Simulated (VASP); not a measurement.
# Te (C2/m) in VASP: electric field gradients with PBE

Aim: the electric field gradients of Te with PBE.

Everything below comes from runs of VASP 6.6.1. Logs are shortened: lines on timing, memory, paths and dates and some standing lists are left out, and cuts for length are marked.

## Step 1: The cell of the first run

It takes space group C2/m (No. 12, monoclinic). Conventional cell: a = 8.295 Å, b = 4.646 Å, c = 3.879 Å, α = 90.00°, β = 91.89°, γ = 90.00°. Within 4.0 Å of Te (site symmetry m) lie 14 Te at 2.93 to 3.92 Å. Within 3.9 Å of Te (site symmetry 2/m) lie 14 Te at 2.93 to 3.88 Å.

## Step 2: Electric field gradients, PBE (24.90 Å³/atom)

The input, INCAR:

```
ALGO = Normal
EDIFF = 1E-8
ENCUT = 520
GGA = PE
ISIF = 2
ISMEAR = -1
LASPH = T
LCHARG = F
LEFG = T
LREAL = F
LWAVE = F
NBANDS = 16
NELM = 100
PREC = Accurate
SIGMA = 0.05
```

The input, KPOINTS:

```
k-points
0
Gamma
  8 8 8
```

The input, POSCAR:

```
Te
1.0
    4.1476655429     -2.3227945810      0.0000000000
    4.1476655429      2.3227945810      0.0000000000
   -0.1277870079      0.0000000000      3.8765650873
Te
3
Direct
    0.6760000000      0.6760000000      0.6750000000
    0.3240000000      0.3240000000      0.3250000000
    0.0000000000      0.0000000000      0.0000000000
```

Potentials or basis: VASP PAW PBE potentials, release 64 (Te).

Launch:

```bash
> cat potpaw_PBE.64/Te/POTCAR > POTCAR
> mpirun -np 1 vasp_std > vasp.out
```

OUTCAR:

```text
EDIFF = 1E-8
   ENCUT = 520
   GGA = PE
   ISIF = 2
   ISMEAR = -1
   LASPH = T
   LREAL = F
   NELM = 100
   PREC = Accurate

 ion  position               nearest neighbor table
   1  0.676  0.676  0.675-   3 2.93   2 2.98   2 2.98   3 3.04   3 3.04   2 3.18   2 3.61   2 3.61

   2  0.324  0.324  0.325-   3 2.93   1 2.98   1 2.98   3 3.04   3 3.04   1 3.18   1 3.61   1 3.61

   3  0.000  0.000  0.000-   1 2.93   2 2.93   1 3.04   1 3.04   2 3.04   2 3.04

  LATTYP: Found a base centered monoclinic cell.
 ALAT       =     8.2953310858
 B/A-ratio  =     0.5600245625
 C/A-ratio  =     0.4675727418
 COS(beta)  =    -0.0329460833

  Lattice vectors:

 A1 = (   4.1476655429,  -2.3227945810,   0.0000000000)
 A2 = (   4.1476655429,   2.3227945810,   0.0000000000)
 A3 = (  -0.1277870079,   0.0000000000,   3.8765650873)

Analysis of symmetry for initial positions (statically):
=====================================================================
 Subroutine PRICEL returns:
 Original cell was already a primitive cell.

 Routine SETGRP: Setting up the symmetry group for a
 base centered monoclinic supercell.

 Subroutine GETGRP returns: Found  4 space group operations
 (whereof  4 operations were pure point group operations)
 out of a pool of  4 trial point group operations.

The static configuration has the point symmetry C_2h.

Analysis of symmetry for dynamics (positions and initial velocities):
=====================================================================
 Subroutine PRICEL returns:
 Original cell was already a primitive cell.

 Routine SETGRP: Setting up the symmetry group for a
 base centered monoclinic supercell.

 Subroutine GETGRP returns: Found  4 space group operations
 (whereof  4 operations were pure point group operations)
 out of a pool of  4 trial point group operations.

The dynamic configuration has the point symmetry C_2h.

 Subroutine INISYM returns: Found  4 space group operations
 (whereof  4 operations are pure point group operations),
 and found     1 'primitive' translations

----------------------------------------------------------------------------------------

                                     Primitive cell

[... 127 lines left out ...]
   NGX = 17   NGY = 17   NGZ = 15

 number of electron      18.0000000 magnetization

 Free energy of the ion-electron system (eV)
  ---------------------------------------------------
  ext. energy  EPLUGINS =         0.00000000
  ---------------------------------------------------
  free energy    TOTEN  =        -8.37437171 eV

  energy without entropy =       -8.36022616  energy(sigma->0) =       -8.36729894

 E-fermi :   9.9961     XC(G=0): -10.6137

 val. band max:        9.9804005886   @ k =   0.3750   0.1250   0.2500
 cond. band min:      10.0056883993   @ k =  -0.1250   0.0000   0.1250
 fundamental gap:      0.0252878107
 Fermi energy:         9.9961451589

 k-point     1 :       0.0000    0.0000    0.0000
  band No.  band energies     occupation
      1      -5.4310      2.00000
      2       0.3920      2.00000
      3       0.4377      2.00000
      4       4.8916      2.00000
      5       5.1745      2.00000
      6       5.7189      2.00000
[... 433 lines left out ...]
      3       0.2030      2.00000
      4       3.7532      2.00000
      5       4.1563      2.00000
      6       7.3372      2.00000
[... 8 lines left out ...]
     15      17.1793      0.00000
     16      18.0372      0.00000

 [... further k-points ...]
[... 5 lines left out ...]
  --------------------------------------------------------------------------------------
  -------------------------------------------------------------------------------------
  Total        7.7445473      7.7787966      6.7032097      0.0000000      0.0000000      0.4917801
  in kB      166.1173562    166.8519901    143.7810930      0.0000000      0.0000000     10.5484820
  external PRESSURE =     158.9168131 kB  Pullay stress =       0.0000000 kB

 VOLUME and BASIS-vectors are now :
 -----------------------------------------------------------------------------
  energy-cutoff  :      520.00
  volume of cell :       74.70
      direct lattice vectors                 reciprocal lattice vectors
     4.147665543 -2.322794581  0.000000000     0.120549739 -0.215257950  0.003973799
     4.147665543  2.322794581  0.000000000     0.120549739  0.215257950  0.003973799
    -0.127787008  0.000000000  3.876565087     0.000000000  0.000000000  0.257960328

 POSITION                                       TOTAL-FORCE (eV/Angst)
 -----------------------------------------------------------------------------------
      5.52139      0.00000      2.61668        -0.648608      0.000000     -0.241125
      2.64616      0.00000      1.25988         0.648608      0.000000      0.241125
      0.00000      0.00000      0.00000        -0.000000      0.000000      0.000000
 -----------------------------------------------------------------------------------
    total drift:                               -0.000000      0.000000      0.000000

  FREE ENERGIE OF THE ION-ELECTRON SYSTEM (eV)
  ---------------------------------------------------
  free  energy   TOTEN  =        -8.3743717149 eV

  energy  without entropy=       -8.3602261593  energy(sigma->0) =       -8.36729894

 Electric field gradients (V/A^2)
---------------------------------------------------------------------
 ion       V_xx      V_yy      V_zz      V_xy      V_xz      V_yz
---------------------------------------------------------------------
   1     105.232   159.968  -265.199    -0.000   -45.672     0.000
   2     105.232   159.968  -265.199    -0.000   -45.672     0.000
   3     236.363    60.479  -296.842    -0.000    70.175     0.000
---------------------------------------------------------------------

 Electric field gradients after diagonalization (V/A^2)
 (convention: |V_zz| > |V_xx| > |V_yy|)
----------------------------------------------------------------------
 ion       V_xx      V_yy      V_zz     asymmetry (V_yy - V_xx)/ V_zz
----------------------------------------------------------------------
   1     159.968   110.780  -270.747       0.182
   2     159.968   110.780  -270.747       0.182
   3     245.444    60.479  -305.923       0.605
----------------------------------------------------------------------

           NMR quadrupolar parameters

 Cq : quadrupolar parameter    Cq=e*Q*V_zz/h
 eta: asymmetry parameters     (V_yy - V_xx)/ V_zz
 Q  : nuclear electric quadrupole moment in mb (millibarn)
----------------------------------------------------------------------
 ion       Cq(MHz)       eta       Q (mb)
----------------------------------------------------------------------
   1      -0.655       0.182       1.000
   2      -0.655       0.182       1.000
   3      -0.740       0.605       1.000
----------------------------------------------------------------------
```

OSZICAR:

```text
N       E                     dE             d eps       ncg     rms          rms(c)
DAV:   1     0.689254581668E+02    0.68925E+02   -0.67416E+03  4800   0.917E+02
DAV:   2    -0.476633159483E+01   -0.73692E+02   -0.70033E+02  6480   0.144E+02
DAV:   3    -0.833088054318E+01   -0.35645E+01   -0.35388E+01  5832   0.336E+01
DAV:   4    -0.837012438014E+01   -0.39244E-01   -0.39236E-01  6384   0.438E+00
DAV:   5    -0.837092597554E+01   -0.80160E-03   -0.80159E-03  6280   0.628E-01    0.169E+01
DAV:   6    -0.837238298013E+01   -0.14570E-02   -0.28370E-03  6392   0.359E-01    0.103E+01
DAV:   7    -0.837438291203E+01   -0.19999E-02   -0.52704E-03  6192   0.499E-01    0.116E-01
DAV:   8    -0.837437203795E+01    0.10874E-04   -0.31212E-04  6088   0.103E-01    0.760E-02
DAV:   9    -0.837437468295E+01   -0.26450E-05   -0.26946E-05  6664   0.319E-02    0.299E-02
DAV:  10    -0.837437278309E+01    0.18999E-05   -0.32925E-06  6104   0.112E-02    0.799E-03
DAV:  11    -0.837437192116E+01    0.86192E-06   -0.29917E-07  6424   0.367E-03    0.130E-03
DAV:  12    -0.837437175376E+01    0.16740E-06   -0.37946E-08  6184   0.113E-03    0.480E-04
DAV:  13    -0.837437172458E+01    0.29177E-07   -0.44393E-09  3744   0.402E-04    0.217E-04
DAV:  14    -0.837437171488E+01    0.97032E-08   -0.86511E-10  3600   0.194E-04
   1 F= -.83743717E+01 E0= -.83672989E+01  d E =-.141456E-01
```

Wall time 3.6 min (1 thread of Intel Xeon Platinum 8375C at 2.90GHz (Ice Lake), shared host); peak memory 0.28 GiB.

What came out:

```yaml
Free_energy: -8.3744 eV
Pressure: 15.9 GPa
Largest_force: 0.692 eV/Å
Band_gap_on_the_k_mesh: zero (bands 9 and 10 overlap by 3.89 eV)
Largest_electric_field_gradient_by_atom: Te -270.7, -305.9 (each value once) V/Å²
```

Forces in eV/Å, atoms in the order of the input:
```
Te  -0.649  0.000 -0.241
Te   0.649  0.000  0.241
Te   0.000  0.000  0.000
```

Electric field gradients, principal values (V/Å²):
| atom | least | middle | greatest (by size) |
| --- | --- | --- | --- |
| 1 Te | 110.780 | 159.968 | -270.747 |
| 2 Te | 110.780 | 159.968 | -270.747 |
| 3 Te | 60.479 | 245.444 | -305.923 |

Caveat: the cell stands under pressure; without QUAD_EFG the Cq values of the log hold for a quadrupole moment of 1 mb, not for the nuclei; spin-orbit coupling is left out, which moves the levels of the heavy elements.
